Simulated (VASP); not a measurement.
# Te (C2/m) in VASP: settings compared

Aim: see how the results for Te move with the level of theory and the settings. Levels: r2SCAN, PBEsol. Tasks: single point, relaxation of cell and atoms.

Everything below comes from runs of VASP 6.6.1. Logs are shortened: lines on timing, memory, paths and dates and some standing lists are left out, and cuts for length are marked.

## Step 1: The cell of the first run

Symmetry: C2/m, No. 12, monoclinic system. The conventional cell has a = 7.641 Å, b = 4.296 Å, c = 5.977 Å, α = 90.00°, β = 90.90°, γ = 90.00°. Within 4.1 Å of Te (site symmetry 2/m) lie 6 Te at 3.09 to 3.31 Å. Te (site symmetry m) has 6 Te at 3.03 to 3.47 Å within 4.0 Å.

## Step 2: Single point, r2SCAN

Contents of POSCAR:

```
Te
1.0
    3.8202894285     -2.1482026000      0.0000000000
    3.8202894285      2.1482026000      0.0000000000
   -0.0942908673      0.0000000000      5.9760906531
Te
3
Direct
    0.0000000000      0.0000000000      0.0000000000
    0.3094466100      0.3094466100      0.3388094900
    0.6905533900      0.6905533900      0.6611905100
```

Contents of INCAR.step1:

```
SYSTEM = Te
  ALGO = Normal
  EDIFF = 1E-4
  ENCUT = 520
  GGA = PE
  ISMEAR = -1
  LASPH = .TRUE.
  LCHARG = .FALSE.
  LREAL = .FALSE.
  LWAVE = .TRUE.
  NBANDS = 16
  NELM = 100
  PREC = Accurate
  SIGMA = 0.05
```

Contents of INCAR.step2:

```
SYSTEM = Te
  ALGO = Normal
  EDIFF = 1E-6
  ENCUT = 520
  ISIF = 2
  ISMEAR = -1
  ISTART = 1
  LASPH = .TRUE.
  LCHARG = .TRUE.
  LELF = .TRUE.
  LMIXTAU = .TRUE.
  LREAL = .FALSE.
  LVHAR = .TRUE.
  LWAVE = .FALSE.
  METAGGA = R2SCAN
  NBANDS = 16
  NELM = 100
  PREC = Accurate
  SIGMA = 0.05
```

Contents of KPOINTS:

```
k-points
0
G
  4 4 3
  0 0 0
```

Potentials or basis: VASP PAW PBE potentials, release 64 (Te).

The run is started by

```sh
$ cat potpaw_PBE.64/Te/POTCAR > POTCAR
$ cp INCAR.step1 INCAR
$ mpirun -np 1 vasp_std > vasp.out
$ cp INCAR.step2 INCAR
$ mpirun -np 1 vasp_std > vasp.out
```

OUTCAR:

```text
SYSTEM = Te
   EDIFF = 1E-6
   ENCUT = 520
   ISIF = 2
   ISMEAR = -1
   ISTART = 1
   LASPH = .TRUE.
   LREAL = .FALSE.
   METAGGA = R2SCAN
   NELM = 100
   PREC = Accurate

 ion  position               nearest neighbor table
   1  0.000  0.000  0.000-   2 3.09   3 3.09   3 3.31   3 3.31   2 3.31   2 3.31
   2  0.309  0.309  0.339-   3 3.03   3 3.03   1 3.09   1 3.31   1 3.31   3 3.47
   3  0.691  0.691  0.661-   2 3.03   2 3.03   1 3.09   1 3.31   1 3.31   2 3.47

  LATTYP: Found a base centered monoclinic cell.
 ALAT       =     7.6405788570
 B/A-ratio  =     0.5623140969
 C/A-ratio  =     0.7822489081
 COS(beta)  =    -0.0157760547

  Lattice vectors:

 A1 = (   3.8202894285,  -2.1482026000,   0.0000000000)
 A2 = (   3.8202894285,   2.1482026000,   0.0000000000)
 A3 = (  -0.0942908673,   0.0000000000,   5.9760906531)

Analysis of symmetry for initial positions (statically):
=====================================================================
 Subroutine PRICEL returns:
 Original cell was already a primitive cell.

 Routine SETGRP: Setting up the symmetry group for a
 base centered monoclinic supercell.

 Subroutine GETGRP returns: Found  4 space group operations
 (whereof  4 operations were pure point group operations)
 out of a pool of  4 trial point group operations.

The static configuration has the point symmetry C_2h.

Analysis of symmetry for dynamics (positions and initial velocities):
=====================================================================
 Subroutine PRICEL returns:
 Original cell was already a primitive cell.

 Routine SETGRP: Setting up the symmetry group for a
 base centered monoclinic supercell.

 Subroutine GETGRP returns: Found  4 space group operations
 (whereof  4 operations were pure point group operations)
 out of a pool of  4 trial point group operations.

The dynamic configuration has the point symmetry C_2h.

 Subroutine INISYM returns: Found  4 space group operations
 (whereof  4 operations are pure point group operations),
 and found     1 'primitive' translations

----------------------------------------------------------------------------------------

                                     Primitive cell

  volume of cell :      98.0886

  direct lattice vectors                    reciprocal lattice vectors
     3.820289429 -2.148202600  0.000000000     0.130880136 -0.232752721  0.002065029
     3.820289429  2.148202600  0.000000000     0.130880136  0.232752721  0.002065029
    -0.094290867  0.000000000  5.976090653     0.000000000  0.000000000  0.167333472

  length of vectors
     4.382851324  4.382851324  5.976834468     0.267035023  0.267035023  0.167333472

  position of ions in fractional coordinates (direct lattice)
     0.000000000  0.000000000  0.000000000
     0.309446610  0.309446610  0.338809490
     0.690553390  0.690553390  0.661190510

  ion indices of the primitive-cell ions
   primitive index   ion index
                 1           1
                 2           2
                 3           3

----------------------------------------------------------------------------------------

 KPOINTS: k-points

Automatic generation of k-mesh.
 Grid dimensions read from file:
 generate k-points for:    4    4    3

 Generating k-lattice:

  Cartesian coordinates                     Fractional coordinates (reciprocal lattice)
     0.032720034 -0.058188180  0.000516257     0.250000000  0.000000000 -0.000000000
     0.032720034  0.058188180  0.000516257     0.000000000  0.250000000 -0.000000000
     0.000000000  0.000000000  0.055777824     0.000000000  0.000000000  0.333333333

  Length of vectors
     0.066758756  0.066758756  0.055777824

  Shift w.r.t. Gamma in fractional coordinates (k-lattice)
     0.000000000  0.000000000  0.000000000

 Subroutine IBZKPT returns following result:
 ===========================================

 Found     17 irreducible k-points:

 Following reciprocal coordinates:
            Coordinates               Weight
  0.000000  0.000000  0.000000      1.000000
  0.250000 -0.000000  0.000000      4.000000
  0.500000 -0.000000  0.000000      2.000000
  0.250000  0.250000  0.000000      2.000000
  0.500000  0.250000  0.000000      4.000000
 -0.250000  0.250000  0.000000      2.000000
[... 9 lines left out ...]
 -0.250000  0.500000  0.333333      4.000000
 -0.250000 -0.250000  0.333333      2.000000
   k-points           NKPTS =     17   k-points in BZ     NKDIM =     17   number of bands    NBANDS=     16
   number of dos      NEDOS =    301   number of ions     NIONS =      3
   total plane-waves  NPLWV =  62208
   dimension x,y,z NGX =    36 NGY =   36 NGZ =   48
   dimension x,y,z NGXF=    72 NGYF=   72 NGZF=   96
   ions per type =               3
   NGX,Y,Z   is equivalent  to a cutoff of  13.66, 13.66, 13.35 a.u.
   NGXF,Y,Z  is equivalent  to a cutoff of  27.31, 27.31, 26.70 a.u.
 SYSTEM =  Te
   PREC   = accura    normal or accurate (medium, high low for compatibility)
   ISTART =      1    job   : 0-new  1-cont  2-samecut
   ICHARG =      0    charge: 1-file 2-atom 10-const
   ISPIN  =      1    spin polarized calculation?
   LNONCOLLINEAR =      F non collinear calculations
   LSORBIT =      F    spin-orbit coupling
   LASPH  =      T    aspherical Exc in radial PAW
   ENCUT  =  520.0 eV  38.22 Ry    6.18 a.u.   8.15  8.15 11.11*2*pi/ulx,y,z
   NELM   =    100;   NELMIN=  2; NELMDL=  0     # of ELM steps
   EDIFF  = 0.1E-05   stopping-criterion for ELM
   LREAL  =      F    real-space projection
   EDIFFG = 0.1E-04   stopping-criterion for IOM
   NSW    =      0    number of steps for IOM
   IBRION =     -1    ionic relax: 0-MD 1-quasi-New 2-CG
   NFREE  =      0    steps in history (QN), initial steepest desc. (CG)
   ISIF   =      2    stress and relaxation
   ISYM   =      2    0-nonsym 1-usesym 2-fastsym
   POTIM  = 0.5000    time-step for ionic-motion
   TEBEG  =    0.0;   TEEND  =   0.0 temperature during run
   PSTRESS=    0.0 pullay stress
   NELECT =      18.0000    total number of electrons
   NUPDOWN=      -1.0000    fix difference up-down
   EMIN   =  10.00;   EMAX   =-10.00  energy-range for DOS
   EFERMI =   0.00;   METHOD = LEGACY
   ISMEAR =    -1;   SIGMA  =   0.05  broadening in eV -4-tet -1-fermi 0-gaus
   EFERMI_NEDOS =   21; number of points for ismear=-14 and -15
   IALGO  =     38    algorithm
   IMIX   =      4    mixing-type and parameters
     AMIX     =   0.40;   BMIX     =  1.00
     AMIX_MAG =   1.60;   BMIX_MAG =  1.00
  volume/ion in A,a.u.               =      32.70       220.64
  Fermi-wavevector in a.u.,A,eV,Ry     =   0.930307  1.758025 11.775440  0.865470
  Thomas-Fermi vector in A             =   2.056681
   LORBIT       =      0    0 simple, 1 ext, 2 COOP (PROOUT), +10 PAW based schemes
   METAGGA = R2SCAN    functional components
   LHFCALC =     F    Hartree Fock is set to
   AEXX    =    0.0000 exact exchange contribution
   IVDW    =     0    specifies the selected vdW correction
   LEPSILON=     F    determine dielectric tensor
   LRPA    =     F    only Hartree local field effects (RPA)
 non-spin polarized calculation
  energy-cutoff  :      520.00
  volume of cell :       98.09
 maximum number of plane-waves:      2654
 NGX is ok and might be reduce to    36
   NGX = 17   NGY = 17   NGZ = 23

 number of electron      18.0000000 magnetization

 Free energy of the ion-electron system (eV)
  ---------------------------------------------------
  ext. energy  EPLUGINS =         0.00000000
  ---------------------------------------------------
  free energy    TOTEN  =       -75.97796497 eV

  energy without entropy =      -75.96999503  energy(sigma->0) =      -75.97398000

 E-fermi :   6.4134     XC(G=0):  -9.7324

 val. band max:        6.3810566450   @ k =   0.5000   0.5000   0.0000
 cond. band min:       6.5657656654   @ k =   0.0000   0.0000   0.3333
 fundamental gap:      0.1847090204
 Fermi energy:         6.4133971760

 k-point     1 :       0.0000    0.0000    0.0000
  band No.  band energies     occupation
      1      -7.9401      2.00000
      2      -4.5284      2.00000
      3      -4.3755      2.00000
      4       3.4171      2.00000
      5       3.4258      2.00000
      6       4.0633      2.00000
[... 8 lines left out ...]
     15      12.7758      0.00000
     16      12.8630      0.00000

 k-point     2 :       0.2500   -0.0000    0.0000
  band No.  band energies     occupation
      1      -7.3982      2.00000
      2      -4.6539      2.00000
      3      -4.3119      2.00000
      4       1.3440      2.00000
      5       2.1519      2.00000
      6       2.6436      2.00000
[... 8 lines left out ...]
     15      13.1231      0.00000
     16      14.1281      0.00000

 k-point     3 :       0.5000   -0.0000    0.0000
  band No.  band energies     occupation
      1      -6.0896      2.00000
      2      -5.8385      2.00000
      3      -4.1153      2.00000
      4       1.2586      2.00000
      5       1.6412      2.00000
      6       1.9867      2.00000
[... 8 lines left out ...]
     15      15.3362      0.00000
     16      15.9068      0.00000

 k-point     4 :       0.2500    0.2500    0.0000
  band No.  band energies     occupation
      1      -7.4479      2.00000
      2      -4.6688      2.00000
      3      -4.2799      2.00000
      4       1.3060      2.00000
      5       2.2691      2.00000
      6       2.5932      2.00000
[... 8 lines left out ...]
     15      13.2892      0.00000
     16      14.5059      0.00000
[... 191 lines left out ...]
 k-point    15 :       0.5000    0.5000    0.3333
  band No.  band energies     occupation
      1      -6.4108      2.00000
      2      -5.3088      2.00000
      3      -4.5322      2.00000
      4       0.3320      2.00000
      5       2.1275      2.00000
      6       2.5270      2.00000
[... 8 lines left out ...]
     15      14.9285      0.00000
     16      15.6895      0.00000

 k-point    16 :      -0.2500    0.5000    0.3333
  band No.  band energies     occupation
      1      -6.3448      2.00000
      2      -5.3230      2.00000
      3      -4.4900      2.00000
      4       0.7377      2.00000
      5       1.3849      2.00000
      6       1.7740      2.00000
[... 8 lines left out ...]
     15      13.5065      0.00000
     16      14.4900      0.00000

 k-point    17 :      -0.2500   -0.2500    0.3333
  band No.  band energies     occupation
      1      -7.1072      2.00000
      2      -5.9121      2.00000
      3      -3.2495      2.00000
      4       1.3488      2.00000
      5       2.1011      2.00000
      6       2.8200      2.00000
[... 8 lines left out ...]
     15      13.8714      0.00000
     16      13.8791      0.00000

------------------------ aborting loop because EDIFF is reached ----------------------------------------

  FORCE on cell =-STRESS in cart. coord.  units (eV):
  Direction    XX          YY          ZZ          XY          YZ          ZX
  --------------------------------------------------------------------------------------
  -------------------------------------------------------------------------------------
  Total        0.3019171      0.2564998     -0.0395829      0.0000000      0.0000000     -0.0192919
  in kB        4.9315068      4.1896612     -0.6465461      0.0000000      0.0000000     -0.3151135
  external PRESSURE =       2.8248740 kB  Pullay stress =       0.0000000 kB

 VOLUME and BASIS-vectors are now :
 -----------------------------------------------------------------------------
  energy-cutoff  :      520.00
  volume of cell :       98.09
      direct lattice vectors                 reciprocal lattice vectors
     3.820289429 -2.148202600  0.000000000     0.130880136 -0.232752721  0.002065029
     3.820289429  2.148202600  0.000000000     0.130880136  0.232752721  0.002065029
    -0.094290867  0.000000000  5.976090653     0.000000000  0.000000000  0.167333472

 POSITION                                       TOTAL-FORCE (eV/Angst)
 -----------------------------------------------------------------------------------
      0.00000      0.00000      0.00000        -0.000000      0.000000      0.000000
      2.33240      0.00000      2.02476        -0.043775      0.000000      0.083139
      5.21388      0.00000      3.95133         0.043775      0.000000     -0.083139
 -----------------------------------------------------------------------------------
    total drift:                               -0.000000     -0.000000     -0.000000

  FREE ENERGIE OF THE ION-ELECTRON SYSTEM (eV)
  ---------------------------------------------------
  free  energy   TOTEN  =       -75.9779649716 eV

  energy  without entropy=      -75.9699950256  energy(sigma->0) =      -75.97398000
```

Wall time 2.5 min (1 thread of Intel Xeon 8259CL, shared host); peak memory 0.26 GiB.

Results:

| Quantity | Value |
| --- | --- |
| Free energy | -75.9780 eV |
| Pressure | 0.3 GPa |
| Largest force | 0.094 eV/Å |

Forces in eV/Å, atoms in the order of the input:
```
Te   0.000  0.000  0.000
Te  -0.044  0.000  0.083
Te   0.044  0.000 -0.083
```

Stress tensor (GPa, compression positive):
```
 0.49  0.00 -0.03
 0.00  0.42  0.00
-0.03  0.00 -0.06
```

Caveat: the k points lie up to 0.42 Å⁻¹ apart; the PAW data sets were made with another functional, which shifts forces and pressure a little; spin-orbit coupling is left out, which moves the levels of the heavy elements.

(Part 1 of 3 ends here.)
